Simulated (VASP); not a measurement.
A run of VASP 6.6.1 is set up as follows.

File INCAR:

```
ALGO = Normal
EDIFF = 1E-6
ENCUT = 520
GGA = PE
ISIF = 2
ISMEAR = 0
LASPH = True
LCHARG = False
LREAL = False
LWAVE = False
NBANDS = 42
NELM = 100
PREC = Accurate
SIGMA = 0.1
```

File KPOINTS:

```
k-points
0
Gamma
  6 6 14
```

The input POSCAR:

```
YC12
1.0
    8.1018022918      0.0000000000      0.0000000000
   -4.0509011459      7.0163666012      0.0000000000
    0.0000000000      0.0000000000      2.5171683010
Y C
1 12
Direct
    0.0000000000      0.0000000000      0.5000000000
    0.8871095650      0.6798949859      0.7478592505
    0.7927854209      0.6798949859      0.2521407495
    0.2072145791      0.8871095650      0.2521407495
    0.7927854209      0.1128904350      0.7478592505
    0.1128904350      0.7927854209      0.7478592505
    0.6798949859      0.7927854209      0.2521407495
    0.3201050141      0.1128904350      0.2521407495
    0.2072145791      0.3201050141      0.7478592505
    0.1128904350      0.3201050141      0.2521407495
    0.6798949859      0.8871095650      0.7478592505
    0.8871095650      0.2072145791      0.2521407495
    0.3201050141      0.2072145791      0.7478592505
```

Potentials or basis: VASP PAW PBE potentials, release 64 (Y_sv, C).

Command:

```console
$ cat potpaw_PBE.64/Y_sv/POTCAR potpaw_PBE.64/C/POTCAR > POTCAR
$ mpirun -np 1 vasp_std > vasp.out
```

**Question.** Predict the largest force.

**Answer.** 0.030 eV/Å.

**Question.** Predict the band gap on the k mesh.

**Answer.** Zero (an odd number of electrons rules out a gap without spin polarisation).

**Question.** Predict the pressure.

**Answer.** 0.3 GPa.

Forces in eV/Å, atoms in the order of the input:
```
Y    0.000  0.000  0.000
C    0.028 -0.009  0.004
C   -0.028 -0.009 -0.004
C    0.022  0.020 -0.004
C   -0.022 -0.020  0.004
C   -0.006 -0.029  0.004
C    0.006 -0.029 -0.004
C    0.022 -0.020 -0.004
C    0.028  0.009  0.004
C   -0.028  0.009 -0.004
C   -0.022  0.020  0.004
C    0.006  0.029 -0.004
C   -0.006  0.029  0.004
```
